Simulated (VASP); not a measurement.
Here is a VASP 6.6.1 calculation.

INCAR

```
SYSTEM = PbS
  ALGO = Normal
  EDIFF = 1E-6
  ENCUT = 520
  GGA = PE
  ISIF = 2
  ISMEAR = -1
  LASPH = .TRUE.
  LCHARG = .FALSE.
  LREAL = .FALSE.
  LWAVE = .FALSE.
  NBANDS = 17
  NELM = 60
  PREC = Accurate
  SIGMA = 0.02
```

Contents of KPOINTS:

```
k-points
0
G
  8 8 8
  0 0 0
```

File POSCAR:

```
PbS
1.0
    0.0497872110      3.0370198740      3.0370198740
    3.0370198740      0.0497872110      3.0370198740
    3.0370198740      3.0370198740      0.0497872110
Pb S
1 1
Direct
    0.0000000000      0.0000000000      0.0000000000
    0.5000000000      0.5000000000      0.5000000000
```

Potentials or basis: VASP PAW PBE potentials, release 64 (Pb_d, S).

Launch:

```bash
$ cat potpaw_PBE.64/Pb_d/POTCAR potpaw_PBE.64/S/POTCAR > POTCAR
$ mpirun -np 1 vasp_std > vasp.out
```

Task: Estimate the band gap on the k mesh.

Result: 0.39 eV, indirect (least direct gap 0.50 eV).

Task: Estimate the pressure.

Result: -0.5 GPa.

Stress tensor (GPa, compression positive):
```
-0.47 -0.34 -0.34
-0.34 -0.47 -0.34
-0.34 -0.34 -0.47
```

Caveat: the cell differs from its parent crystal (strain along [111] +2.5%); spin-orbit coupling is left out, which moves the levels of the heavy elements. A k mesh can miss the band edges.
